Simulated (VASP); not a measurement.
Set up this calculation in VASP 6.6.1, as the native input.

```yaml
Task: single point
Functional: PBE
Potentials_or_basis: VASP PAW PBE potentials, release 64 (N, B, As)
Cutoff: 520 eV
k_mesh: 8 × 8 × 8
Occupations: fermi-dirac, width 0.02 eV
Spin: no spin polarisation
Dipole_correction: no
Further_INCAR_settings: ALGO = Normal; EDIFF = 1e-07; NBANDS = 26
```

The structure of B2AsN lies in POSCAR:

```
B2AsN
1.0
   -2.1302400568      2.1302400568      4.1576444089
    2.1302400568     -2.1302400568      4.1576444089
    2.1302400568      2.1302400568     -4.1576444089
N B As
2 4 2
Direct
    0.0000000000      0.0000000000      0.0000000000
    0.2500000000      0.7500000000      0.5000000000
    0.6250000000      0.7024460930      0.5774460930
    0.9524460930      0.3750000000      0.0774460930
    0.1250000000      0.0475539070      0.4225539070
    0.2975539070      0.8750000000     -0.0774460930
    0.5000000000      0.5000000000      0.0000000000
    0.7500000000      0.2500000000      0.5000000000
```

These files were run (other wordings do the same):

INCAR

```
SYSTEM = B2AsN
  PREC = Accurate
  ENCUT = 520
  EDIFF = 1E-7
  ISMEAR = -1
  SIGMA = 0.02
  LREAL = .False.
  LASPH = .True.
  NELM = 60
  ALGO = Normal
  ISIF = 2
  LWAVE = .False.
  LCHARG = .False.
  GGA = PE
  NBANDS = 26
```

KPOINTS

```
regular mesh
0
Gamma
  8 8 8
  0 0 0
```

Potentials or basis: VASP PAW PBE potentials, release 64 (N, B, As).

Command:

```bash
$ cat potpaw_PBE.64/N/POTCAR potpaw_PBE.64/B/POTCAR potpaw_PBE.64/As/POTCAR > POTCAR
$ mpirun -np 1 vasp_std > vasp.out
```

Results of the run:

| Property | Result |
| --- | --- |
| Pressure | 0.7 GPa |
| Largest force | 0.071 eV/Å |
| Band gap on the k mesh | 2.00 eV, indirect (least direct gap 2.05 eV) |

It took 2 min on 1 thread of Intel(R) Xeon(R) Platinum 8488C (Sapphire Rapids), with other jobs on the host, peak memory 0.29 GiB.
